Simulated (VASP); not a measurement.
A run of VASP 6.6.1 is set up as follows.

Contents of INCAR:

```
SYSTEM = S
PREC = Accurate ; ENCUT = 400
EDIFF = 1E-6 ; ISMEAR = 1
SIGMA = 0.15 ; LREAL = .False.
LASPH = .True. ; NELM = 120
ALGO = Normal ; ISIF = 2
LWAVE = .False. ; LCHARG = .True.
GGA = PS ; IVDW = 12
LELF = .True. ; LVHAR = .True.
NBANDS = 34 ; GGA_COMPAT = .False.
```

Contents of KPOINTS:

```
Automatic mesh
0
Gamma
  2 2 2
  0 0 0
```

The input POSCAR:

```
S
1.0
    3.2770000000      1.8919768400      1.7226666600
   -3.2770000000      1.8919768400      1.7226666600
    0.0000000000     -3.7839536600      1.7226666600
S
8
Direct
    0.0010302475     -0.0062681962     -0.0117699849
   -0.0033758565     -0.0001839127      0.5041528439
    0.0057741975      0.5137995255      0.0128908689
    0.0057018815      0.5007220218      0.4869685154
    0.4869622620     -0.0130795445      0.0017867889
    0.5051858831      0.0013409029      0.5058484114
    0.4895921781      0.4967349917      0.0024334764
    0.5216405340      0.5177659536      0.5178448729
```

Potentials or basis: VASP PAW PBE potentials, release 64 (S).

Launch:

```console
$ cat potpaw_PBE.64/S/POTCAR > POTCAR
$ mpirun -np 1 vasp_std > vasp.out
```

Problem. Estimate the largest force.

Solution. 3.019 eV/Å.

Problem. Predict the dispersion energy per atom.

Solution. -0.603 eV.

Problem. Predict the band gap on the k mesh.

Solution. Zero (bands 24 and 25 overlap by 3.76 eV).

Forces on the atoms (eV/Å):
```
S   -1.735 -1.658  1.634
S   -0.016  2.208  0.301
S    0.280 -0.006 -2.888
S    1.135 -1.374  0.652
S    0.288  1.181  2.221
S   -1.736  0.346  0.492
S    1.382  0.130  0.464
S    0.402 -0.828 -2.876
```

Caveat: the k points lie up to 0.82 Å⁻¹ apart, too coarse for converged energies and pressures of a metal; three body term missing; the PAW data sets were made with another functional, which shifts forces and pressure a little.
